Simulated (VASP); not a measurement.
**HfO2: single point with PBE**

Crystal: HfO2.

```
Hf O
1.0
     5.11560    0.00000    0.00000
     0.00000    5.17220    0.00000
    -0.84471    0.00000    5.22698
Hf O
4 8
Direct
  0.27664 0.04178 0.20820
  0.72336 0.54178 0.29180
  0.72336 0.95822 0.79180
  0.27664 0.45822 0.70820
  0.07214 0.33760 0.34075
  0.92786 0.83760 0.15925
  0.92786 0.66240 0.65925
  0.07214 0.16240 0.84075
  0.44647 0.75825 0.47958
  0.55353 0.25825 0.02042
  0.55353 0.24175 0.52042
  0.44647 0.74175 0.97958
```

```yaml
Program: VASP 6.6.1
Task: single point
Functional: PBE
Potentials_or_basis: VASP PAW PBE potentials, release 64 (Hf_pv, O)
Cutoff: 520 eV
k_mesh: 5 × 5 × 5
Occupations: fermi-dirac, width 0.02 eV
Spin: no spin polarisation
```

```yaml
Pressure: 2.0 GPa
Largest_force: 0.075 eV/Å
Band_gap_on_the_k_mesh: 4.08 eV, indirect (least direct gap 4.15 eV)
```

Forces in eV/Å, atoms in the order of the input:
```
Hf  -0.048  0.010 -0.057
Hf   0.048  0.010  0.057
Hf   0.048 -0.010  0.057
Hf  -0.048 -0.010 -0.057
O    0.006 -0.008  0.041
O   -0.006 -0.008 -0.041
O   -0.006  0.008 -0.041
O    0.006  0.008  0.041
O    0.045 -0.003  0.001
O   -0.045 -0.003 -0.001
O   -0.045  0.003 -0.001
O    0.045  0.003  0.001
```

Stress tensor (GPa, compression positive):
```
 1.60  0.00 -0.64
 0.00  3.08  0.00
-0.64  0.00  1.47
```

Levels at points of the mesh, in eV from the valence-band top:
| k point | band 42 | band 43 | band 44 | band 45 | band 46 | band 47 |
| --- | --- | --- | --- | --- | --- | --- |
| (0.00, 0.00, 0.00) | -0.50 | -0.24 | 0.00 | 4.46 | 5.09 | 5.19 |

Wall time 14 min on 1 thread of AMD EPYC 7R13 (shared host), peak memory 0.34 GiB.

Caveat: spin-orbit coupling is left out, which moves the levels of the heavy elements. A k mesh can miss the band edges.
